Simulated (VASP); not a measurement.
Runs of VASP 6.6.1 on V. The structure is that of space group Fm-3m (No. 225), or close to it. The cells are those of the table. 

| cell | k mesh | gap on the mesh (eV) | pressure (GPa) |
| --- | --- | --- | --- |
| a = 2.831 Å, angles 60.0°, 1 atom | 16 × 16 × 16 | none | (c) |
| a = 2.726 Å, angles 60.0°, 1 atom | 16 × 16 × 16 | none | 0.2 |
| a = 2.651 Å, angles 60.0°, 1 atom | 16 × 16 × 16 | none | 16.2 |
| a = 2.726 Å, angles 60.0°, 1 atom | 23 × 23 × 23 | none | 0.3 |
| a = 2.797 Å, angles 60.0°, 1 atom | 16 × 16 × 16 | none | (a) |
| a = 2.762 Å, angles 60.0°, 1 atom | 16 × 16 × 16 | none | -5.7 |
| a = 2.612 Å, angles 60.0°, 1 atom | 16 × 16 × 16 | none | 26.8 |
| a = 2.689 Å, angles 60.0°, 1 atom | 16 × 16 × 16 | none | (b) |

Alike in all rows: task single point; level BLYP; potentials or basis VASP PAW PBE potentials, release 64 (V_sv); no spin polarisation; cutoff (eV) 520; smearing fermi-dirac 0.1 eV.

**Question.** Estimate the missing entries.

**Answer.** (a) -10.5; (b) 7.5; (c) -14.3.

Caveats: the PAW data sets were made with another functional, which shifts forces and pressure a little.

A gap of «none» marks levels without a gap at the run's occupations.
